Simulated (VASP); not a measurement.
# MnO (Fm-3m) in VASP: a series of runs, part 2 of 2

VASP 6.6.1. Earlier steps stand in the parts before.

## 3. Single point, RPBE+D4+U, collinear spin, ferromagnetic start (11.76 Å³/atom)

This run uses another cell than the first one, of 11.76 Å³/atom.

The input, INCAR:

```
ALGO     = Normal         # electronic algorithm
EDIFF    = 1E-7           # SCF threshold, eV
ENCUT    = 520            # plane-wave cutoff, eV
GGA      = RP             # functional
ISIF     = 2              # what is computed and relaxed
ISMEAR   = 0              # smearing method
ISPIN    = 2              # spin polarisation
IVDW     = 13             # dispersion correction
LASPH    = T              # aspherical terms in the spheres
LCHARG   = F              # write CHGCAR
LDAU     = T              # DFT+U
LDAUJ    = 0 0          
LDAUL    = 2 -1           # shell
LDAUPRINT= 1            
LDAUTYPE = 2            
LDAUU    = 3.9 0          # U, eV
LMAXMIX  = 4              # l up to which the mixer works
LORBIT   = 11             # projections on sites
LREAL    = F              # projectors in reciprocal space
LWAVE    = F              # write WAVECAR
MAGMOM   = 4.78 0.16      # initial moments
NBANDS   = 20             # bands
NELM     = 150            # most SCF steps
PREC     = Accurate       # precision mode
SIGMA    = 0.05           # smearing width, eV
```

The input, KPOINTS:

```
k-points
0
Gamma
  10 10 10
```

The input, POSCAR:

```
MnO
1.0
    0.0000000000      2.2743095869      2.2743095869
    2.2743095869      0.0000000000      2.2743095869
    2.2743095869      2.2743095869      0.0000000000
Mn O
1 1
Direct
    0.0000000000      0.0000000000      0.0000000000
    0.5000000000      0.5000000000      0.5000000000
```

Potentials or basis: VASP PAW PBE potentials, release 64 (Mn_pv, O).

The run is started by

```console
$ cat potpaw_PBE.64/Mn_pv/POTCAR potpaw_PBE.64/O/POTCAR > POTCAR
$ mpirun -np 1 vasp_std > vasp.out
```

OUTCAR:

```text
EDIFF = 1E-7
   ENCUT = 520
   GGA = RP
   ISIF = 2
   ISMEAR = 0
   ISPIN = 2
   IVDW = 13
   LASPH = T
   LORBIT = 11
   LREAL = F
   NELM = 150
   PREC = Accurate

 ion  position               nearest neighbor table
   1  0.000  0.000  0.000-   2 2.27   2 2.27   2 2.27   2 2.27   2 2.27   2 2.27
   2  0.500  0.500  0.500-   1 2.27   1 2.27   1 2.27   1 2.27   1 2.27   1 2.27

  LATTYP: Found a face centered cubic cell.
 ALAT       =     4.5486191738

  Lattice vectors:

[... 1359 lines left out ...]
  in kB     -41.39745   -41.39745   -41.39745    -0.00000    -0.00000     0.00000
  external pressure =      -41.40 kB  Pullay stress =        0.00 kB

 VOLUME and BASIS-vectors are now :
 -----------------------------------------------------------------------------
  energy-cutoff  :      520.00
  volume of cell :       23.53
      direct lattice vectors                 reciprocal lattice vectors
     0.000000000  2.274309587  2.274309587    -0.219846939  0.219846939  0.219846939
     2.274309587  0.000000000  2.274309587     0.219846939 -0.219846939  0.219846939
     2.274309587  2.274309587  0.000000000     0.219846939  0.219846939 -0.219846939

 POSITION                                       TOTAL-FORCE (eV/Angst)
 -----------------------------------------------------------------------------------
      0.00000      0.00000      0.00000        -0.000000     -0.000000     -0.000000
      2.27431      2.27431      2.27431         0.000000      0.000000      0.000000
 -----------------------------------------------------------------------------------
    total drift:                                0.000000     -0.000000     -0.000000

  FREE ENERGIE OF THE ION-ELECTRON SYSTEM (eV)
  ---------------------------------------------------
  free  energy   TOTEN  =       -16.1372500853 eV

  energy  without entropy=      -16.1372377616  energy(sigma->0) =      -16.13724392

 total charge

# of ion       s       p       d       tot
------------------------------------------
    1        0.193   6.159   4.926  11.277
    2        1.560   3.434   0.000   4.993
--------------------------------------------------
tot          1.752   9.592   4.926  16.270

 magnetization (x)

# of ion       s       p       d       tot
------------------------------------------
    1        0.033   0.027   4.583   4.643
    2        0.021   0.108   0.000   0.129
--------------------------------------------------
tot          0.054   0.135   4.583   4.772
```

OSZICAR:

```text
N       E                     dE             d eps       ncg     rms          rms(c)
DAV:   1     0.176863798729E+03    0.17686E+03   -0.10545E+04  3792   0.111E+03
DAV:   2    -0.690789518845E+01   -0.18377E+03   -0.17012E+03  3840   0.326E+02
DAV:   3    -0.157614746291E+02   -0.88536E+01   -0.87751E+01  4260   0.780E+01
DAV:   4    -0.158310029229E+02   -0.69528E-01   -0.69512E-01  4292   0.709E+00
DAV:   5    -0.158316492533E+02   -0.64633E-03   -0.64632E-03  4236   0.686E-01    0.133E+01
DAV:   6    -0.144834167092E+02    0.13482E+01   -0.89934E+00  5008   0.315E+01    0.129E+01
DAV:   7    -0.148228537580E+02   -0.33944E+00   -0.93554E-01  4020   0.108E+01    0.757E+00
DAV:   8    -0.148287710770E+02   -0.59173E-02   -0.12864E-01  4112   0.317E+00    0.456E+00
DAV:   9    -0.148567726419E+02   -0.28002E-01   -0.20747E-02  4008   0.163E+00    0.464E-01
DAV:  10    -0.148567639786E+02    0.86633E-05   -0.41159E-03  4132   0.735E-01    0.112E-01
DAV:  11    -0.148569650948E+02   -0.20112E-03   -0.28464E-04  4296   0.160E-01    0.578E-02
DAV:  12    -0.148570710869E+02   -0.10599E-03   -0.97610E-05  4144   0.892E-02    0.278E-02
DAV:  13    -0.148570914863E+02   -0.20399E-04   -0.66400E-06  4184   0.267E-02    0.763E-03
DAV:  14    -0.148570898983E+02    0.15880E-05   -0.42535E-06  4180   0.162E-02    0.731E-03
DAV:  15    -0.148570921762E+02   -0.22779E-05   -0.36498E-07  4196   0.532E-03    0.286E-03
DAV:  16    -0.148570920730E+02    0.10321E-06   -0.72306E-08  3528   0.212E-03    0.144E-03
DAV:  17    -0.148570921264E+02   -0.53378E-07   -0.58550E-08  3356   0.185E-03
   1 F= -.16137250E+02 E0= -.16137244E+02  d E =-.123237E-04  mag=     5.0000
```

Wall time 23 s (1 thread of AMD EPYC 9R45 (Zen 5), shared host); peak memory 0.14 GiB.

Results:

* Free energy: -16.1373 eV
* Pressure: -4.1 GPa
* Band gap on the k mesh: 0.14 eV (least direct gap 2.23 eV)
* Net moment: 5.00 μB per cell
* Site moments: Mn +4.64; O +0.13 μB
* Valence electrons inside the program's atomic spheres: Mn 11.28; O 4.99
* Dispersion energy per atom: -0.640 eV

Eigenvalues of the final occupation matrices:
```tsv
site	spin	trace	eigenvalues
site 1 d	1	4.77	0.94 0.94 0.94 0.97 0.97
site 1 d	2	0.18	0.02 0.02 0.02 0.06 0.06
```

Caveat: the cell stands under tension; the PAW data sets were made with another functional, which shifts forces and pressure a little; a cell with one magnetic atom can't hold antiferromagnetic order, which such compounds often take. A k mesh can miss the band edges.

## 4. Single point, RPBE+D4+U, collinear spin, ferromagnetic start (11.99 Å³/atom)

This run uses another cell than the first one, of 11.99 Å³/atom.

The input, INCAR:

```
  ALGO = Normal
  EDIFF = 1E-6
  ENCUT = 520
  GGA = RP
  ISIF = 2
  ISMEAR = 0
  ISPIN = 2
  IVDW = 13
  LASPH = True
  LCHARG = False
  LDAU = True
  LDAUJ = 0 0
  LDAUL = 2 -1
  LDAUPRINT = 1
  LDAUTYPE = 2
  LDAUU = 3.9 0
  LMAXMIX = 4
  LORBIT = 11
  LREAL = False
  LWAVE = False
  MAGMOM = 4.79 0.15
  NBANDS = 20
  NELM = 150
  PREC = Accurate
  SIGMA = 0.05
```

KPOINTS is that of step 3.

The input, POSCAR:

```
MnO
1.0
    0.0000000000      2.2890782448      2.2890782448
    2.2890782448      0.0000000000      2.2890782448
    2.2890782448      2.2890782448      0.0000000000
Mn O
1 1
Direct
    0.0000000000      0.0000000000      0.0000000000
    0.5000000000      0.5000000000      0.5000000000
```

Potentials or basis: VASP PAW PBE potentials, release 64 (Mn_pv, O).

The run is started by

```console
$ cat potpaw_PBE.64/Mn_pv/POTCAR potpaw_PBE.64/O/POTCAR > POTCAR
$ mpirun -np 1 vasp_std > vasp.out
```

OUTCAR:

```text
EDIFF = 1E-6
   ENCUT = 520
   GGA = RP
   ISIF = 2
   ISMEAR = 0
   ISPIN = 2
   IVDW = 13
   LASPH = True
   LORBIT = 11
   LREAL = False
   NELM = 150
   PREC = Accurate

 ion  position               nearest neighbor table
   1  0.000  0.000  0.000-   2 2.29   2 2.29   2 2.29   2 2.29   2 2.29   2 2.29
   2  0.500  0.500  0.500-   1 2.29   1 2.29   1 2.29   1 2.29   1 2.29   1 2.29

  LATTYP: Found a face centered cubic cell.
 ALAT       =     4.5781564896

  Lattice vectors:

 A1 = (   0.0000000000,   2.2890782448,   2.2890782448)
 A2 = (   2.2890782448,   0.0000000000,   2.2890782448)
 A3 = (   2.2890782448,   2.2890782448,   0.0000000000)

Analysis of symmetry for initial positions (statically):
=====================================================================
 Subroutine PRICEL returns:
 Original cell was already a primitive cell.

 Routine SETGRP: Setting up the symmetry group for a
 face centered cubic supercell.

 Subroutine GETGRP returns: Found 48 space group operations
 (whereof 48 operations were pure point group operations)
 out of a pool of 48 trial point group operations.

The static configuration has the point symmetry O_h .

Analysis of symmetry for dynamics (positions and initial velocities):
=====================================================================
 Subroutine PRICEL returns:
 Original cell was already a primitive cell.

 Routine SETGRP: Setting up the symmetry group for a
 face centered cubic supercell.

 Subroutine GETGRP returns: Found 48 space group operations
 (whereof 48 operations were pure point group operations)
 out of a pool of 48 trial point group operations.

The dynamic configuration has the point symmetry O_h .

Analysis of structural, dynamic, and magnetic symmetry:
=====================================================================
 Subroutine PRICEL returns:
 Original cell was already a primitive cell.

 Routine SETGRP: Setting up the symmetry group for a
 face centered cubic supercell.

 Subroutine GETGRP returns: Found 48 space group operations
 (whereof 48 operations were pure point group operations)
 out of a pool of 48 trial point group operations.

The overall configuration has the point symmetry O_h .

 Subroutine INISYM returns: Found 48 space group operations
 (whereof 48 operations are pure point group operations),
 and found     1 'primitive' translations

----------------------------------------------------------------------------------------

                                     Primitive cell

  volume of cell :      23.9890

  direct lattice vectors                    reciprocal lattice vectors
     0.000000000  2.289078245  2.289078245    -0.218428532  0.218428532  0.218428532
[... 114 lines left out ...]
   J (eV)           for each species LDAUJ =   0.0  0.0
   GGA     = RP    functional components
   LHFCALC =     F    Hartree Fock is set to
   AEXX    =    0.0000 exact exchange contribution
   IVDW    =    13    specifies the selected vdW correction
   LEPSILON=     F    determine dielectric tensor
   LRPA    =     F    only Hartree local field effects (RPA)
 spin polarized calculation
 Gauss-broadening in eV      SIGMA  =   0.05
  energy-cutoff  :      520.00
  volume of cell :       23.99
 maximum number of plane-waves:       659
   NGX = 13   NGY = 13   NGZ = 13

atom =   1  type =  1  l = 2

 onsite density matrix

spin component  1

  0.9413  0.0000 -0.0000  0.0000  0.0000
  0.0000  0.9413  0.0000  0.0000 -0.0000
 -0.0000  0.0000  0.9710  0.0000 -0.0000
  0.0000  0.0000  0.0000  0.9413 -0.0000
  0.0000 -0.0000 -0.0000 -0.0000  0.9710

spin component  2

  0.0156 -0.0000 -0.0000  0.0000 -0.0000
 -0.0000  0.0156  0.0000 -0.0000 -0.0000
 -0.0000  0.0000  0.0615 -0.0000  0.0000
  0.0000 -0.0000 -0.0000  0.0156  0.0000
 -0.0000 -0.0000  0.0000  0.0000  0.0615

 occupancies and eigenvectors

  o =  0.0156  v =  0.0000  0.0000  0.0000  0.0000  0.0000  1.0000  0.0004  0.0000 -0.0015  0.0000      0.0000  0.0000  0.0000  0.0000  0.0000  0.0000  0.0000  0.0000  0.0000  0.0000
  o =  0.0156  v =  0.0000  0.0000  0.0000  0.0000  0.0000 -0.0015  0.0032 -0.0000 -1.0000 -0.0000      0.0000  0.0000  0.0000  0.0000  0.0000  0.0000  0.0000  0.0000  0.0000  0.0000
  o =  0.0156  v =  0.0000  0.0000  0.0000  0.0000  0.0000 -0.0004  1.0000  0.0000  0.0032  0.0000      0.0000  0.0000  0.0000  0.0000  0.0000  0.0000  0.0000  0.0000  0.0000  0.0000
  o =  0.0615  v =  0.0000  0.0000  0.0000  0.0000  0.0000  0.0000  0.0000 -0.9996 -0.0000  0.0288      0.0000  0.0000  0.0000  0.0000  0.0000  0.0000  0.0000  0.0000  0.0000  0.0000
  o =  0.0615  v =  0.0000  0.0000  0.0000  0.0000  0.0000 -0.0000 -0.0000  0.0288  0.0000  0.9996      0.0000  0.0000  0.0000  0.0000  0.0000  0.0000  0.0000  0.0000  0.0000  0.0000
  o =  0.9413  v =  0.0000  0.9999  0.0000 -0.0121 -0.0000  0.0000  0.0000  0.0000  0.0000  0.0000      0.0000  0.0000  0.0000  0.0000  0.0000  0.0000  0.0000  0.0000  0.0000  0.0000
  o =  0.9413  v =  1.0000  0.0000  0.0000  0.0000  0.0000  0.0000  0.0000  0.0000  0.0000  0.0000      0.0000  0.0000  0.0000  0.0000  0.0000  0.0000  0.0000  0.0000  0.0000  0.0000
  o =  0.9413  v =  0.0000  0.0121  0.0000  0.9999  0.0000  0.0000  0.0000  0.0000  0.0000  0.0000      0.0000  0.0000  0.0000  0.0000  0.0000  0.0000  0.0000  0.0000  0.0000  0.0000
  o =  0.9710  v =  0.0000 -0.0000 -0.0250  0.0000 -0.9997  0.0000  0.0000  0.0000  0.0000  0.0000      0.0000  0.0000  0.0000  0.0000  0.0000  0.0000  0.0000  0.0000  0.0000  0.0000
  o =  0.9710  v =  0.0000  0.0000 -0.9997  0.0000  0.0250  0.0000  0.0000  0.0000  0.0000  0.0000      0.0000  0.0000  0.0000  0.0000  0.0000  0.0000  0.0000  0.0000  0.0000  0.0000

 number of electron      19.0000020 magnetization       5.0000030

 Free energy of the ion-electron system (eV)
  ---------------------------------------------------
  ext. energy  EPLUGINS =         0.00000000
  ---------------------------------------------------
  free energy    TOTEN  =       -14.85861735 eV

  energy without entropy =      -14.85859140  energy(sigma->0) =      -14.85860438

 E-fermi :   5.8985     XC(G=0): -11.1048

 val. band max:        5.8253714673   @ k =   0.5000   0.0000   0.0000
 cond. band min:       5.9305084363   @ k =   0.0000   0.0000   0.0000
 fundamental gap:      0.1051369689
 Fermi energy:         5.8984846877

 spin component 1

 k-point     1 :       0.0000    0.0000    0.0000
  band No.  band energies     occupation
      1     -43.9086      1.00000
      2     -43.9086      1.00000
      3     -43.9086      1.00000
      4     -12.6995      1.00000
      5       1.8585      1.00000
      6       1.8585      1.00000
[... 1097 lines left out ...]
     19      31.3709      0.00000
     20      33.2446      0.00000

 [... further k-points ...]

------------------------ aborting loop because EDIFF is reached ----------------------------------------

  DFT-D4 for vdW energy calculation

  Edisp (eV):   -1.26380

  FORCE on cell =-STRESS in cart. coord.  units (eV):
  Direction    XX          YY          ZZ          XY          YZ          ZX
  --------------------------------------------------------------------------------------
  -------------------------------------------------------------------------------------
  Total      -0.97423    -0.97423    -0.97423    -0.00000     0.00000     0.00000
  in kB     -65.06704   -65.06704   -65.06704    -0.00000     0.00000     0.00000
  external pressure =      -65.07 kB  Pullay stress =        0.00 kB

 VOLUME and BASIS-vectors are now :
 -----------------------------------------------------------------------------
  energy-cutoff  :      520.00
  volume of cell :       23.99
      direct lattice vectors                 reciprocal lattice vectors
     0.000000000  2.289078245  2.289078245    -0.218428532  0.218428532  0.218428532
     2.289078245  0.000000000  2.289078245     0.218428532 -0.218428532  0.218428532
     2.289078245  2.289078245  0.000000000     0.218428532  0.218428532 -0.218428532

 POSITION                                       TOTAL-FORCE (eV/Angst)
 -----------------------------------------------------------------------------------
      0.00000      0.00000      0.00000         0.000000      0.000000      0.000000
      2.28908      2.28908      2.28908        -0.000000     -0.000000     -0.000000
 -----------------------------------------------------------------------------------
    total drift:                                0.000000     -0.000000     -0.000000

  FREE ENERGIE OF THE ION-ELECTRON SYSTEM (eV)
  ---------------------------------------------------
  free  energy   TOTEN  =       -16.1224183012 eV

  energy  without entropy=      -16.1223923534  energy(sigma->0) =      -16.12240533

 total charge

# of ion       s       p       d       tot
------------------------------------------
    1        0.190   6.153   4.918  11.261
    2        1.560   3.424   0.000   4.984
--------------------------------------------------
tot          1.749   9.577   4.918  16.245

 magnetization (x)

# of ion       s       p       d       tot
------------------------------------------
    1        0.033   0.026   4.586   4.646
    2        0.020   0.104   0.000   0.124
--------------------------------------------------
tot          0.054   0.130   4.586   4.770
```

Wall time 21 s (1 thread of AMD EPYC 9R45 (Zen 5), shared host); peak memory 0.14 GiB.

Results:

```yaml
Free_energy: -16.1224 eV
Pressure: -6.5 GPa
Net_moment: 5.00 μB per cell
Site_moments: Mn +4.65; O +0.12 μB
Valence_electrons_inside_the_program's_atomic_spheres: Mn 11.26; O 4.98
Dispersion_energy_per_atom: -0.632 eV
```

Eigenvalues of the final occupation matrices:
```csv
site,spin,trace,eigenvalues
site 1 d,1,4.77,0.94 0.94 0.94 0.97 0.97
site 1 d,2,0.17,0.02 0.02 0.02 0.06 0.06
```

Caveat: the cell stands under tension; the PAW data sets were made with another functional, which shifts forces and pressure a little; a cell with one magnetic atom can't hold antiferromagnetic order, which such compounds often take. The state reached can hang on the start; a lower one may exist.

## 5. Overview

```csv
cell,gap on the mesh (eV),pressure (GPa),moment (μB)
"a = 3.195 Å, angles 60.0°, 2 atoms",0.17,-1.5,5.00
"a = 3.216 Å, angles 60.0°, 2 atoms",0.14,-4.1,5.00
"a = 3.237 Å, angles 60.0°, 2 atoms",-,-6.5,5.00
```

Alike in all rows: task single point; level RPBE+D4+U; potentials or basis VASP PAW PBE potentials, release 64 (Mn_pv, O); spin collinear, ferromagnetic start; Mn d U = 3.9 eV; k mesh 10 × 10 × 10; cutoff (eV) 520; smearing gaussian 0.05 eV.

Caveats: the PAW data sets were made with another functional, which shifts forces and pressure a little; a cell with one magnetic atom can't hold antiferromagnetic order, which such compounds often take; the cell stands under tension (at least some runs).

Absolute energies hang on the potentials; compare differences alone.
